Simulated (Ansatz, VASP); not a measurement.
# KCl: VASP beside Ansatz

INCAR

```
SYSTEM = KCl
  ALGO = Normal
  EDIFF = 1E-6
  ENCUT = 520
  GGA = PE
  ISIF = 2
  ISMEAR = 0
  LASPH = .True.
  LCHARG = .False.
  LREAL = .False.
  LWAVE = .False.
  NBANDS = 15
  NELM = 60
  PREC = Accurate
  SIGMA = 0.01
```

Contents of KPOINTS:

```
k-points
0
Gamma
  8 8 8
  0 0 0
```

POSCAR

```
KCl
1.0
    3.7711682852      0.0000000000      0.0000000000
    0.0000000000      3.7711682852      0.0000000000
    0.0000000000      0.0000000000      3.7711682852
K Cl
1 1
Direct
    0.0000000000      0.0000000000      0.0000000000
    0.5000000000      0.5000000000      0.5000000000
```

Input for Ansatz:

```yaml
crystal:
  lattice:
    - [3.7711682852, 0.0, 0.0]
    - [0.0, 3.7711682852, 0.0]
    - [0.0, 0.0, 3.7711682852]
  atoms:
    - { symbol: K, position: [0.0, 0.0, 0.0] }
    - { symbol: Cl, position: [0.5, 0.5, 0.5] }
kpoints:
  mp_grid: { grid: [8, 8, 8] }
  band_path:
    path:
      - [0.0, 0.0, 0.0]
      - [0.0, 0.5, 0.0]
      - [0.5, 0.5, 0.0]
      - [0.5, 0.5, 0.5]
      - [0.0, 0.5, 0.5]
    npoints: 1
hamiltonian:
  xc: pbe
scf:
  occupations: { method: fixed }
  n_extra_bands: 4
output:
  forces: true
  stress: true
  eigenvalues: true
```

Alike in both runs: task single point; functional PBE; k mesh 8 × 8 × 8; no spin polarisation.

|  | VASP | Ansatz |
| --- | --- | --- |
| version | VASP 6.6.1 | Ansatz 0.2.0 |
| potentials or method | VASP PAW PBE potentials, release 64 (K_sv, Cl) | plane waves, PAW |
| plane-wave cutoff (eV) | 520 | 420 |
| occupations | gaussian, width 0.01 eV | fixed |
| valence electrons in the cell | 16 | 16 |

|  | VASP | Ansatz | Ansatz less VASP |
| --- | --- | --- | --- |
| gap on the k mesh at the Fermi level (eV) | 5.03 | 5.03 | +0.002 |
| pressure (GPa) | 1.1 | 1.1 | -0.02 |
